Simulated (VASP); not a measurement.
A run of VASP 6.6.1:

The input INCAR:

```
PREC = Accurate
ENCUT = 520
EDIFF = 1E-7
ISMEAR = -1
SIGMA = 0.15
LREAL = False
LASPH = True
NELM = 150
ALGO = Normal
ISIF = 2
LWAVE = False
LCHARG = False
ISPIN = 2
MAGMOM = 0 1 1 1
LORBIT = 11
LMAXMIX = 4
GGA = CA
NBANDS = 28
```

Contents of KPOINTS:

```
regular mesh
0
Gamma
  7 7 7
```

File POSCAR:

```
AlNi3
1.0
    3.5230550000      0.0000000000      0.0000000000
    0.0000000000      3.5230550000      0.0000000000
    0.0000000000      0.0000000000      3.5230550000
Al Ni
1 3
Direct
    0.0000000000      0.0000000000      0.0000000000
    0.0000000000      0.5000000000      0.5000000000
    0.5000000000      0.0000000000      0.5000000000
    0.5000000000      0.5000000000      0.0000000000
```

Potentials or basis: VASP PAW LDA potentials, release 64 (Al, Ni).

The run is started by

```console
$ cat potpaw_LDA.64/Al/POTCAR potpaw_LDA.64/Ni/POTCAR > POTCAR
$ mpirun -np 1 vasp_std > vasp.out
```

Hardware: 1 thread of Intel(R) Xeon(R) Platinum 8375C CPU @ 2.90GHz (Ice Lake), with other jobs on the host.

Question: How long does it take, and how much memory?

Answer: Run time: 63 s on 1 thread of Intel(R) Xeon(R) Platinum 8375C CPU @ 2.90GHz (Ice Lake), on a shared host, peak memory 0.16 GiB. Counts: scf iterations 14, k points 20.
